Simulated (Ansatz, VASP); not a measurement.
## One calculation of B, two programs

```
B
1.0
     2.87515    0.00000    0.00000
    -1.43757    2.48995    0.00000
     0.00000    0.00000    2.83934
B
3
Direct
  0.00000 0.00000 0.00000
  0.33333 0.66667 0.50000
  0.66667 0.33333 0.50000
```

Alike in both runs: functional revPBE; k mesh 11 × 11 × 15; occupations fermi-dirac, width 0.1 eV; no spin polarisation.

Ansatz relaxed the structure, and its values are those at the end. VASP's run is a single point on that final structure, the one shown.

```csv
,VASP,Ansatz
version,VASP 6.6.1,Ansatz 0.2.0
potentials or method,"VASP PAW PBE potentials, release 64 (B), cutoff 520 eV","plane waves (420 eV) with PAW, scalar-relativistic"
valence electrons in the cell,9,9
```

|  | VASP | Ansatz | Ansatz less VASP |
| --- | --- | --- | --- |
| pressure (GPa) | -0.1 | 0.0 | +0.13 |

VASP's potentials were made for PBE, not for revPBE. With one functional, cell and mesh, what is left measures potentials, basis and numerics.
